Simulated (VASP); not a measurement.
# TaN (P-6m2) in VASP: further runs, part 2 of 2

VASP 6.6.1. The steps go on from the part before.

## 3. Single point, PBEsol

This run uses another cell than the first one: it holds 4 atoms, not 2.

INCAR

```
SYSTEM = TaN
PREC     = Accurate       ! precision mode
ENCUT    = 520            ! plane-wave cutoff, eV
EDIFF    = 1E-7           ! SCF threshold, eV
ISMEAR   = 0              ! smearing method
SIGMA    = 0.15           ! smearing width, eV
LREAL    = .False.        ! projectors in reciprocal space
LASPH    = .True.         ! aspherical terms in the spheres
NELM     = 60             ! most SCF steps
ALGO     = Normal         ! electronic algorithm
ISIF     = 2              ! what is computed and relaxed
LWAVE    = .False.        ! write WAVECAR
LCHARG   = .False.        ! write CHGCAR
GGA      = PS             ! functional
NBANDS   = 24             ! bands
```

KPOINTS

```
regular mesh
0
Gamma
  14 14 14
  0 0 0
```

POSCAR

```
TaN
1.0
    2.9239890448      0.0000000000      0.0000000000
    1.4619945224     -2.5322487932     -2.8707276426
    1.4619945224      2.5322487932     -2.8707276426
Ta N
2 2
Direct
    0.2500000000      0.4166666667      0.0833333333
    0.7500000000      0.9166666667      0.5833333333
    0.5000000000      0.5000000000      0.5000000000
    0.0000000000      0.0000000000      0.0000000000
```

Potentials or basis: VASP PAW PBE potentials, release 64 (Ta_pv, N).

The run is started by

```sh
cat potpaw_PBE.64/Ta_pv/POTCAR potpaw_PBE.64/N/POTCAR > POTCAR
mpirun -np 1 vasp_std > vasp.out
```

OUTCAR:

```text
SYSTEM = TaN
   PREC = Accurate
   ENCUT = 520
   EDIFF = 1E-7
   ISMEAR = 0
   LREAL = .False.
   LASPH = .True.
   NELM = 60
   ISIF = 2
   GGA = PS

 ion  position               nearest neighbor table
   1  0.250  0.417  0.083-   4 2.22   3 2.22   3 2.22   4 2.22   4 2.22   3 2.22   2 2.87   2 2.87
                             2 2.92   2 2.92   2 2.92   2 2.92
   2  0.750  0.917  0.583-   3 2.22   4 2.22   3 2.22   4 2.22   3 2.22   4 2.22   1 2.87   1 2.87
                             1 2.92   1 2.92   1 2.92   1 2.92
   3  0.500  0.500  0.500-   1 2.22   2 2.22   1 2.22   2 2.22   1 2.22   2 2.22
   4  0.000  0.000  0.000-   2 2.22   1 2.22   1 2.22   2 2.22   2 2.22   1 2.22

  LATTYP: Found a body centered orthorhombic cell.
 ALAT       =     2.9239890448
 B/A-ratio  =     1.7320508076
 C/A-ratio  =     1.9635693558

  Lattice vectors:

 A1 = (  -1.4619945224,   2.5322487932,   2.8707276426)
 A2 = (   1.4619945224,  -2.5322487932,   2.8707276426)
 A3 = (   1.4619945224,   2.5322487932,  -2.8707276426)

Analysis of symmetry for initial positions (statically):
=====================================================================
 Subroutine PRICEL returns following result:

  LATTYP: Found a hexagonal cell.
 ALAT       =     2.9239890448
 C/A-ratio  =     0.9817846779

  Lattice vectors:

 A1 = (  -2.9239890448,   0.0000000000,   0.0000000000)
 A2 = (   1.4619945224,  -2.5322487932,   0.0000000000)
 A3 = (   0.0000000000,   0.0000000000,   2.8707276426)

   2 primitive cells build up your supercell.

 Routine SETGRP: Setting up the symmetry group for a
 body centered orthorhombic supercell.

 Subroutine GETGRP returns: Found  4 space group operations
 (whereof  4 operations were pure point group operations)
 out of a pool of  8 trial point group operations.

The static configuration has the point symmetry C_2v.

Analysis of symmetry for dynamics (positions and initial velocities):
=====================================================================
 Subroutine PRICEL returns following result:

  LATTYP: Found a hexagonal cell.
 ALAT       =     2.9239890448
 C/A-ratio  =     0.9817846779

  Lattice vectors:

 A1 = (  -2.9239890448,   0.0000000000,   0.0000000000)
 A2 = (   1.4619945224,  -2.5322487932,   0.0000000000)
 A3 = (   0.0000000000,   0.0000000000,   2.8707276426)

   2 primitive cells build up your supercell.

 Routine SETGRP: Setting up the symmetry group for a
 body centered orthorhombic supercell.

 Subroutine GETGRP returns: Found  4 space group operations
 (whereof  4 operations were pure point group operations)
 out of a pool of  8 trial point group operations.

The dynamic configuration has the point symmetry C_2v.

 Subroutine INISYM returns: Found  4 space group operations
 (whereof  4 operations are pure point group operations),
 and found     2 'primitive' translations

----------------------------------------------------------------------------------------

                                     Primitive cell

  volume of cell :      21.2556

  direct lattice vectors                    reciprocal lattice vectors
    -2.923989045  0.000000000  0.000000000    -0.341998545 -0.197452952  0.000000000
[... 38 lines left out ...]

 Found    428 irreducible k-points:

 Following reciprocal coordinates:
            Coordinates               Weight
  0.000000  0.000000  0.000000      1.000000
  0.071429 -0.000000 -0.000000      4.000000
  0.142857 -0.000000 -0.000000      4.000000
  0.214286 -0.000000 -0.000000      4.000000
  0.285714  0.000000  0.000000      4.000000
  0.357143  0.000000  0.000000      4.000000
[... 16 lines left out ...]
  0.000000  0.142857 -0.000000      4.000000
  0.071429  0.142857 -0.000000      8.000000
 [... further k-points ...]
   k-points           NKPTS =    428   k-points in BZ     NKDIM =    428   number of bands    NBANDS=     24
   number of dos      NEDOS =    301   number of ions     NIONS =      4
   total plane-waves  NPLWV =  21600
   dimension x,y,z NGX =    24 NGY =   30 NGZ =   30
   dimension x,y,z NGXF=    48 NGYF=   60 NGZF=   60
   ions per type =               2   2
   NGX,Y,Z   is equivalent  to a cutoff of  13.65, 12.17, 12.17 a.u.
   NGXF,Y,Z  is equivalent  to a cutoff of  27.29, 24.34, 24.34 a.u.
 SYSTEM =  TaN
   PREC   = accura    normal or accurate (medium, high low for compatibility)
   ISTART =      0    job   : 0-new  1-cont  2-samecut
   ICHARG =      2    charge: 1-file 2-atom 10-const
   ISPIN  =      1    spin polarized calculation?
   LNONCOLLINEAR =      F non collinear calculations
   LSORBIT =      F    spin-orbit coupling
   LASPH  =      T    aspherical Exc in radial PAW
   ENCUT  =  520.0 eV  38.22 Ry    6.18 a.u.   5.44  7.62  7.62*2*pi/ulx,y,z
   NELM   =     60;   NELMIN=  2; NELMDL= -5     # of ELM steps
   EDIFF  = 0.1E-06   stopping-criterion for ELM
   LREAL  =      F    real-space projection
   EDIFFG = 0.1E-05   stopping-criterion for IOM
   NSW    =      0    number of steps for IOM
   IBRION =     -1    ionic relax: 0-MD 1-quasi-New 2-CG
   NFREE  =      0    steps in history (QN), initial steepest desc. (CG)
   ISIF   =      2    stress and relaxation
   ISYM   =      2    0-nonsym 1-usesym 2-fastsym
   POTIM  = 0.5000    time-step for ionic-motion
   TEBEG  =    0.0;   TEEND  =   0.0 temperature during run
   PSTRESS=    0.0 pullay stress
   NELECT =      32.0000    total number of electrons
   NUPDOWN=      -1.0000    fix difference up-down
   EMIN   =  10.00;   EMAX   =-10.00  energy-range for DOS
   EFERMI =   0.00;   METHOD = LEGACY
   ISMEAR =     0;   SIGMA  =   0.15  broadening in eV -4-tet -1-fermi 0-gaus
   EFERMI_NEDOS =   21; number of points for ismear=-14 and -15
   IALGO  =     38    algorithm
   IMIX   =      4    mixing-type and parameters
     AMIX     =   0.40;   BMIX     =  1.00
     AMIX_MAG =   1.60;   BMIX_MAG =  1.00
  volume/ion in A,a.u.               =      10.63        71.72
  Fermi-wavevector in a.u.,A,eV,Ry     =   1.489213  2.814204 30.174390  2.217755
  Thomas-Fermi vector in A             =   2.602150
   LORBIT       =      0    0 simple, 1 ext, 2 COOP (PROOUT), +10 PAW based schemes
   GGA     = PS    functional components
   LHFCALC =     F    Hartree Fock is set to
   AEXX    =    0.0000 exact exchange contribution
   IVDW    =     0    specifies the selected vdW correction
   LEPSILON=     F    determine dielectric tensor
   LRPA    =     F    only Hartree local field effects (RPA)
 non-spin polarized calculation
 Gauss-broadening in eV      SIGMA  =   0.15
  energy-cutoff  :      520.00
  volume of cell :       42.51
 maximum number of plane-waves:      1175
 NGX is ok and might be reduce to    24

 number of electron      32.0000000 magnetization

 Free energy of the ion-electron system (eV)
  ---------------------------------------------------
  ext. energy  EPLUGINS =         0.00000000
  ---------------------------------------------------
  free energy    TOTEN  =       -47.61164174 eV

  energy without entropy =      -47.61014771  energy(sigma->0) =      -47.61089473

 E-fermi :   8.2202     XC(G=0): -13.5809

 val. band max:        8.2158446404   @ k =  -0.3571   0.2857   0.2857
 cond. band min:       8.2675596088   @ k =   0.0000   0.4286   0.3571
 fundamental gap:      0.0517149684
 Fermi energy:         8.2202238123

 k-point     1 :       0.0000    0.0000    0.0000
  band No.  band energies     occupation
      1     -27.1969      2.00000
      2     -27.1398      2.00000
      3     -26.5035      2.00000
      4     -26.3702      2.00000
      5     -26.2283      2.00000
      6     -26.2282      2.00000
[... 637 lines left out ...]
     23      13.2945      0.00000
     24      14.1990      0.00000

 [... further k-points ...]

------------------------ aborting loop because EDIFF is reached ----------------------------------------

  FORCE on cell =-STRESS in cart. coord.  units (eV):
  Direction    XX          YY          ZZ          XY          YZ          ZX
  --------------------------------------------------------------------------------------
  -------------------------------------------------------------------------------------
  Total        0.2133078      0.2070332      0.2611947      0.0000000      0.0000000      0.0000000
  in kB        8.0392057      7.8027265      9.8439833      0.0000000      0.0000000      0.0000000
  external PRESSURE =       8.5619719 kB  Pullay stress =       0.0000000 kB

 VOLUME and BASIS-vectors are now :
 -----------------------------------------------------------------------------
  energy-cutoff  :      520.00
  volume of cell :       42.51
      direct lattice vectors                 reciprocal lattice vectors
     2.923989045  0.000000000  0.000000000     0.341998545  0.000000000  0.174171869
     1.461994522 -2.532248793 -2.870727643     0.000000000 -0.197452952 -0.174171869
     1.461994522  2.532248793 -2.870727643     0.000000000  0.197452952 -0.174171869

 POSITION                                       TOTAL-FORCE (eV/Angst)
 -----------------------------------------------------------------------------------
      1.46199     -0.84408     -1.43536         0.000000      0.000707      0.000000
      4.38598     -0.84408     -4.30609         0.000000      0.000707      0.000000
      2.92399      0.00000     -2.87073         0.000000     -0.000707      0.000000
      0.00000      0.00000      0.00000         0.000000     -0.000707      0.000000
 -----------------------------------------------------------------------------------
    total drift:                               -0.000000      0.000077     -0.000000

  FREE ENERGIE OF THE ION-ELECTRON SYSTEM (eV)
  ---------------------------------------------------
  free  energy   TOTEN  =       -47.6116417423 eV

  energy  without entropy=      -47.6101477143  energy(sigma->0) =      -47.61089473
```

Run time: 4.2 min. Hardware: 1 thread of Intel Xeon Platinum 8259CL at 2.50GHz (Skylake/Cascade Lake), shared host; peak memory 0.45 GiB.

Results:

* Free energy: -47.6116 eV
* Pressure: 0.9 GPa
* Band gap on the k mesh: zero (bands 16 and 17 overlap by 0.35 eV)

Caveat: the PAW data sets were made with another functional, which shifts forces and pressure a little; spin-orbit coupling is left out, which moves the levels of the heavy elements.

## 4. Single point, PBEsol

This run uses another cell than the first one: it holds 4 atoms, not 2.

INCAR

```
SYSTEM = TaN
ALGO = Normal
EDIFF = 1E-7
ENCUT = 520
GGA = PS
ISIF = 2
ISMEAR = 0
LASPH = .TRUE.
LCHARG = .TRUE.
LELF = .TRUE.
LREAL = .FALSE.
LVHAR = .TRUE.
LWAVE = .FALSE.
NBANDS = 24
NELM = 60
PREC = Accurate
SIGMA = 0.15
```

KPOINTS

```
k-points
0
G
  20 20 12
  0 0 0
```

POSCAR

```
TaN
1.0
    0.0000000000      0.0000000000      2.8707276426
    2.9239890448      0.0000000000      0.0000000000
    0.0000000000      5.0644975863      0.0000000000
Ta N
2 2
Direct
    0.5000000000      0.0000000000      0.3333333333
    0.5000000000      0.5000000000      0.8333333333
    0.0000000000      0.5000000000      0.5000000000
    0.0000000000      0.0000000000      0.0000000000
```

Potentials or basis: VASP PAW PBE potentials, release 64 (Ta_pv, N).

The run is started by

```sh
cat potpaw_PBE.64/Ta_pv/POTCAR potpaw_PBE.64/N/POTCAR > POTCAR
mpirun -np 1 vasp_std > vasp.out
```

OUTCAR:

```text
SYSTEM = TaN
   EDIFF = 1E-7
   ENCUT = 520
   GGA = PS
   ISIF = 2
   ISMEAR = 0
   LASPH = .TRUE.
   LREAL = .FALSE.
   NELM = 60
   PREC = Accurate

 ion  position               nearest neighbor table
   1  0.500  0.000  0.333-   4 2.22   4 2.22   3 2.22   3 2.22   3 2.22   3 2.22   2 2.92   2 2.92
                             2 2.92   2 2.92
   2  0.500  0.500  0.833-   3 2.22   3 2.22   4 2.22   4 2.22   4 2.22   4 2.22   1 2.92   1 2.92
                             1 2.92   1 2.92
   3  0.000  0.500  0.500-   2 2.22   2 2.22   1 2.22   1 2.22   1 2.22   1 2.22
   4  0.000  0.000  0.000-   1 2.22   1 2.22   2 2.22   2 2.22   2 2.22   2 2.22

  LATTYP: Found a simple orthorhombic cell.
 ALAT       =     2.8707276426
 B/A-ratio  =     1.0185532760
 C/A-ratio  =     1.7641860242

  Lattice vectors:

 A1 = (   0.0000000000,   0.0000000000,   2.8707276426)
 A2 = (   2.9239890448,   0.0000000000,   0.0000000000)
 A3 = (   0.0000000000,   5.0644975863,   0.0000000000)

Analysis of symmetry for initial positions (statically):
=====================================================================
 Subroutine PRICEL returns following result:

[... 192 lines left out ...]

 E-fermi :   8.2129     XC(G=0): -13.5809

 val. band max:        8.2105384232   @ k =   0.4500   0.0500   0.0000
 cond. band min:       8.2147364622   @ k =   0.4000   0.0000   0.0000
 fundamental gap:      0.0041980391
 Fermi energy:         8.2128938753

 k-point     1 :       0.0000    0.0000    0.0000
  band No.  band energies     occupation
      1     -27.3216      2.00000
      2     -26.5033      2.00000
      3     -26.4749      2.00000
      4     -26.3502      2.00000
      5     -26.2283      2.00000
      6     -26.2283      2.00000
[... 637 lines left out ...]
     23      12.6944      0.00000
     24      12.7386      0.00000

 [... further k-points ...]

------------------------ aborting loop because EDIFF is reached ----------------------------------------

  FORCE on cell =-STRESS in cart. coord.  units (eV):
  Direction    XX          YY          ZZ          XY          YZ          ZX
  --------------------------------------------------------------------------------------
  -------------------------------------------------------------------------------------
  Total        0.2090847      0.2082212      0.2650226      0.0000000      0.0000000      0.0000000
  in kB        7.8800446      7.8475011      9.9882497      0.0000000      0.0000000      0.0000000
  external PRESSURE =       8.5719318 kB  Pullay stress =       0.0000000 kB

 VOLUME and BASIS-vectors are now :
 -----------------------------------------------------------------------------
  energy-cutoff  :      520.00
  volume of cell :       42.51
      direct lattice vectors                 reciprocal lattice vectors
     0.000000000  0.000000000  2.870727643     0.000000000  0.000000000  0.348343739
     2.923989045  0.000000000  0.000000000     0.341998545  0.000000000  0.000000000
     0.000000000  5.064497586  0.000000000     0.000000000  0.197452952  0.000000000

 POSITION                                       TOTAL-FORCE (eV/Angst)
 -----------------------------------------------------------------------------------
      0.00000      1.68817      1.43536         0.000000      0.000057     -0.000000
      1.46199      4.22041      1.43536        -0.000000      0.000057     -0.000000
      1.46199      2.53225      0.00000         0.000000     -0.000057      0.000000
      0.00000      0.00000      0.00000         0.000000     -0.000057      0.000000
 -----------------------------------------------------------------------------------
    total drift:                                0.000000     -0.000109      0.000000

  FREE ENERGIE OF THE ION-ELECTRON SYSTEM (eV)
  ---------------------------------------------------
  free  energy   TOTEN  =       -47.6115660314 eV

  energy  without entropy=      -47.6100232517  energy(sigma->0) =      -47.61079464
```

OSZICAR:

```text
N       E                     dE             d eps       ncg     rms          rms(c)
DAV:   1     0.259611340384E+03    0.25961E+03   -0.17427E+04 40656   0.142E+03
DAV:   2    -0.393699048645E+02   -0.29898E+03   -0.28368E+03 48880   0.411E+02
DAV:   3    -0.521102073004E+02   -0.12740E+02   -0.12583E+02 51232   0.809E+01
DAV:   4    -0.522630608202E+02   -0.15285E+00   -0.15258E+00 45488   0.931E+00
DAV:   5    -0.522649816624E+02   -0.19208E-02   -0.19201E-02 50384   0.880E-01    0.346E+01
DAV:   6    -0.478609660759E+02    0.44040E+01   -0.14978E+01 49640   0.280E+01    0.153E+01
DAV:   7    -0.476699977310E+02    0.19097E+00   -0.98840E-01 47008   0.707E+00    0.902E+00
DAV:   8    -0.476180618906E+02    0.51936E-01   -0.20634E-01 47272   0.334E+00    0.116E+00
DAV:   9    -0.476118838592E+02    0.61780E-02   -0.19624E-02 48488   0.865E-01    0.255E-01
DAV:  10    -0.476116065782E+02    0.27728E-03   -0.14979E-03 47680   0.358E-01    0.799E-02
DAV:  11    -0.476115661727E+02    0.40405E-04   -0.15879E-04 49048   0.945E-02    0.124E-02
DAV:  12    -0.476115663712E+02   -0.19844E-06   -0.93184E-06 46856   0.235E-02    0.394E-03
DAV:  13    -0.476115660425E+02    0.32867E-06   -0.22948E-07 44984   0.381E-03    0.226E-03
DAV:  14    -0.476115660314E+02    0.11102E-07   -0.20674E-08 23912   0.112E-03
   1 F= -.47611566E+02 E0= -.47610795E+02  d E =-.154278E-02
```

stdout:

```text
POSCAR found type information on POSCAR TaN
 POSCAR found :  2 types and       4 ions
 scaLAPACK will be used
 -----------------------------------------------------------------------------
|                                                                             |
|                                                                             |
|     You enforced a specific xc type in the INCAR file but a different       |
|     I HOPE YOU KNOW WHAT YOU ARE DOING!                                     |
|                                                                             |
 -----------------------------------------------------------------------------

 LDA part: xc-table for (Slater+PW92), standard interpolation
 POSCAR, INCAR and KPOINTS ok, starting setup
 FFT: planning ... GRIDC
 FFT: planning ... GRID_SOFT
 FFT: planning ... GRID
 WAVECAR not read
 entering main loop
```

It took 14 min on 1 thread of Intel Xeon 8259CL, shared host; peak memory 0.76 GiB.

Results:

```yaml
Free_energy: -47.6116 eV
Pressure: 0.9 GPa
Band_gap_on_the_k_mesh: zero (bands 16 and 17 overlap by 0.51 eV)
```

Stress tensor (GPa, compression positive):
```
0.79 0.00 0.00
0.00 0.78 0.00
0.00 0.00 1.00
```

Levels at points of the mesh, in eV from the Fermi level:
```
           k point  band 12  band 13  band 14  band 15  band 16  band 17  band 18  band 19  band 20  band 21
(0.00, 0.00, 0.00)    -4.60    -4.27    -3.53    -3.16    -2.90     2.35     3.06     3.68     3.68     4.08
(0.50, 0.00, 0.00)    -5.75    -3.77    -3.77    -0.30    -0.08    -0.08     2.50     3.37     3.37     4.28
(0.00, 0.50, 0.00)    -5.09    -4.95    -4.95    -1.14    -1.14     1.26     1.26     1.67     1.67     4.55
(0.50, 0.50, 0.00)    -6.87    -4.12    -4.12    -1.05    -1.05     4.19     4.19     5.14     5.14     6.18
(0.00, 0.00, 0.50)    -4.25    -3.80    -3.80    -3.15    -3.15     2.22     2.22     3.54     3.54     4.11
(0.50, 0.00, 0.50)    -5.05    -4.92    -4.92    -1.64    -1.64     2.04     2.04     3.27     3.27     4.60
(0.00, 0.50, 0.50)    -5.25    -3.53    -3.53    -3.16    -3.16     3.06     3.06     4.15     4.15     5.31
(0.50, 0.50, 0.50)    -6.23    -5.75    -5.75    -0.30    -0.30     4.28     4.28     5.50     5.50     6.22
```

Caveat: the PAW data sets were made with another functional, which shifts forces and pressure a little; spin-orbit coupling is left out, which moves the levels of the heavy elements.

## 5. The runs side by side

```tsv
task	cell	k mesh	cutoff (eV)	smearing	gap on the mesh (eV)	pressure (GPa)
relaxation of shape and atoms at fixed volume	relaxed from a = 2.983, b = 2.983, c = 2.923 Å, angles 90.0, 90.0, 120.0°, 2 atoms, atomic positions A	18 × 18 × 14	600	gaussian 0.1 eV	none	-18.1
single point	a = 2.924, b = 4.098, c = 4.098 Å, angles 76.3, 69.1, 69.1°, 4 atoms, atomic positions B	14 × 14 × 14	520	gaussian 0.15 eV	none	0.9
single point	a = 2.871, b = 2.924, c = 5.064 Å, 4 atoms, atomic positions B	20 × 20 × 12	520	gaussian 0.15 eV	none	0.9
```

Alike in all rows: level PBEsol; potentials or basis VASP PAW PBE potentials, release 64 (Ta_pv, N); no spin polarisation.

Caveats: the PAW data sets were made with another functional, which shifts forces and pressure a little; spin-orbit coupling is left out, which moves the levels of the heavy elements.

Total energies depend on the potentials used, so only differences within one code and one set of settings carry meaning.
